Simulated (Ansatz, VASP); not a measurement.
**SiC: VASP beside Ansatz**

INCAR

```
SYSTEM = SiC
PREC = Accurate
ENCUT = 600
EDIFF = 1E-6
ISMEAR = 0
SIGMA = 0.02
LREAL = .False.
LASPH = .True.
NELM = 120
ALGO = Normal
ISIF = 2
LWAVE = .False.
LCHARG = .False.
GGA = PE
NBANDS = 11
GGA_COMPAT = .False.
```

KPOINTS

```
regular mesh
0
Gamma
  10 10 10
  0 0 0
```

Contents of POSCAR:

```
SiC
1.0
    0.0000000000      2.1677181720      2.1677181720
    2.1677181720      0.0000000000      2.1677181720
    2.1677181720      2.1677181720      0.0000000000
Si C
1 1
Direct
    0.0000000000      0.0000000000      0.0000000000
    0.2500000000      0.2500000000      0.2500000000
```

Input for Ansatz:

```yaml
crystal:
  lattice:
    - [0.0, 2.1677506996, 2.1677506996]
    - [2.1677506996, 0.0, 2.1677506996]
    - [2.1677506996, 2.1677506996, 0.0]
  atoms:
    - { symbol: Si, position: [0.0, 0.0, 0.0] }
    - { symbol: C, position: [0.25, 0.25, 0.25] }
basis: {}
kpoints:
  mp_grid: { grid: [10, 10, 10] }
hamiltonian:
  xc: pbe
  pseudopotentials: { kind: all_electron, lapw: {} }
scf:
  occupations: { method: gaussian, width: 0.02 }
output:
  forces: true
  stress: true
  eigenvalues: true
```

Alike in both runs: task single point; functional PBE; k mesh 10 × 10 × 10; occupations gaussian, width 0.02 eV; no spin polarisation.

|  | VASP | Ansatz |
| --- | --- | --- |
| version | VASP 6.6.1 | Ansatz 0.2.0 |
| potentials or method | VASP PAW PBE potentials, release 64 (Si, C), cutoff 600 eV | scalar-relativistic, all-electron LAPW |

VASP gave:

| Item | Value |
| --- | --- |
| gap on the k mesh at the Fermi level (eV) | 1.34 |
| least direct gap on the mesh (eV) | 4.56 |
| pressure (GPa) | 6.7 |

Problem. Which values does Ansatz return?

Solution. gap on the k mesh at the Fermi level (eV): 1.34; least direct gap on the mesh (eV): 4.56; pressure (GPa): 6.9.

Ansatz ran all-electron here, and VASP with PAW potentials.
